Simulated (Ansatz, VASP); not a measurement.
**SiO2: VASP beside Ansatz**

```xyz
6
Lattice="4.1605 0.0000 0.0000 0.0000 4.1605 0.0000 0.0000 0.0000 2.5695" Properties=species:S:1:pos:R:3 pbc="T T T"
Si    2.0803    2.0803    1.2848
Si    0.0000    0.0000    0.0000
O     2.8892    2.8892    0.0000
O     0.8089    3.3516    1.2848
O     1.2713    1.2713    0.0000
O     3.3516    0.8089    1.2848
```

Alike in both runs: task single point; functional LDA; k mesh 6 × 6 × 10; occupations gaussian, width 0.05 eV; no spin polarisation.

|  | VASP | Ansatz |
| --- | --- | --- |
| version | VASP 6.6.1 | Ansatz 0.2.0 |
| potentials or method | VASP PAW LDA potentials, release 64 (Si, O), cutoff 520 eV | scalar-relativistic, plane waves, PAW |
| valence electrons in the cell | 32 | 32 |

```csv
,VASP,Ansatz,Ansatz less VASP
gap on the k mesh at the Fermi level (eV),6.53,6.53,0.000
least direct gap on the mesh (eV),6.53,6.53,0.000
pressure (GPa),15.0,13.8,-1.23
"traceless stress, the component that is largest in VASP (GPa)",15.62,14.74,-0.881
rms of the force components (eV/Å),0.055,0.030,-0.0251
```

Ansatz warns that its potentials were made for another functional, while VASP's fit it. LDA's correlation is that of Perdew and Zunger in VASP and of Perdew and Wang (1992) in Ansatz. Atom by atom the forces differ by 0.025 eV/Å (rms over components).
